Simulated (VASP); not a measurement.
Write the native input for VASP 6.6.1 that does the following.

* Task: single point
* Functional: PBEsol
* Potentials or basis: VASP PAW PBE potentials, release 64 (Ge_d)
* Cutoff: 520 eV
* k mesh: 12 × 12 × 8
* Occupations: gaussian, width 0.15 eV
* Spin: no spin polarisation
* Dipole correction: no
* Further INCAR settings: ALGO = Normal; EDIFF = 1e-06; NBANDS = 36

The structure of Ge lies in POSCAR:

```
Ge
1.0
    3.7571497901      0.0000000000      0.0000000000
   -1.8785748950      3.4614757064      0.0000000000
    0.0000000000      0.0000000000      6.5963651449
Ge
4
Direct
    0.6666666667      0.3333333333      0.0629118567
    0.3333333333      0.6666666667      0.5629118567
    0.6666666667      0.3333333333      0.4370881433
    0.3333333333      0.6666666667      0.9370881433
```

This cell differs from its parent crystal: strain -0.0600 x Voigt [1, 0, 0, 0, 0, 0].

One way to write it, as run:

INCAR

```
SYSTEM = Ge
  PREC = Accurate
  ENCUT = 520
  EDIFF = 1E-6
  ISMEAR = 0
  SIGMA = 0.15
  LREAL = .False.
  LASPH = .True.
  NELM = 60
  ALGO = Normal
  ISIF = 2
  LWAVE = .False.
  LCHARG = .False.
  GGA = PS
  NBANDS = 36
```

KPOINTS

```
Automatic mesh
0
Gamma
  12 12 8
  0 0 0
```

Potentials or basis: VASP PAW PBE potentials, release 64 (Ge_d).

Run with:

```console
$ cat potpaw_PBE.64/Ge_d/POTCAR > POTCAR
$ mpirun -np 1 vasp_std > vasp.out
```

Results of the run:

- Pressure: 5.1 GPa
- Largest force: 0.691 eV/Å
- Band gap on the k mesh: zero (bands 28 and 29 overlap by 0.12 eV)

Caveat: the cell differs from its parent crystal (strain -0.0600 x Voigt [1, 0, 0, 0, 0, 0]); the cell stands under pressure; semilocal functionals underestimate gaps, so a narrow gap can read as zero; the PAW data sets were made with another functional, which shifts forces and pressure a little.

Run time: 4.9 min on 1 thread of Intel(R) Xeon(R) 6975P-C (Granite Rapids), on a shared host, peak memory 0.53 GiB.
